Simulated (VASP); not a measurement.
The system is SiO2.

```
CELL_PARAMETERS angstrom
4.23612 0.00000 0.00000
0.00000 4.23612 0.00000
0.00000 0.00000 2.47524
ATOMIC_POSITIONS crystal
Si 0.50000 0.50000 0.50000
Si 0.00000 0.00000 0.00000
O 0.69302 0.69302 0.00000
O 0.19302 0.80698 0.50000
O 0.30698 0.30698 0.00000
O 0.80698 0.19302 0.50000
```

This cell differs from its parent crystal: strain +0.000 along x and y, -0.080 along z.

Base run:

| Quantity | Value |
| --- | --- |
| Program | VASP 6.6.1 |
| Functional | PBE |
| Potentials or basis | VASP PAW PBE potentials, release 64 (Si, O_h) |
| Cutoff | 910 eV |
| k mesh | 6 × 6 × 8 |
| Occupations | gaussian, width 0.05 eV |
| Spin | no spin polarisation |

Its results: band gap on the k mesh 6.75 eV, direct; pressure 35.8 GPa; largest force 0.298 eV/Å.

The run is repeated on the same cell with these changes: potentials or basis from VASP PAW PBE potentials, release 64 (Si, O_h) to VASP PAW PBE potentials, release 64 (Si, O); cutoff from 910 eV to 520 eV. What comes out?

Band gap on the k mesh 6.73 eV, direct; pressure 36.7 GPa; largest force 0.339 eV/Å.

Caveats: the cutoff is under 1.25 times the usual one of these potentials, so pressure, stress and relaxed cells hold a basis-set (Pulay) error (some runs).

A k mesh can miss the band edges.
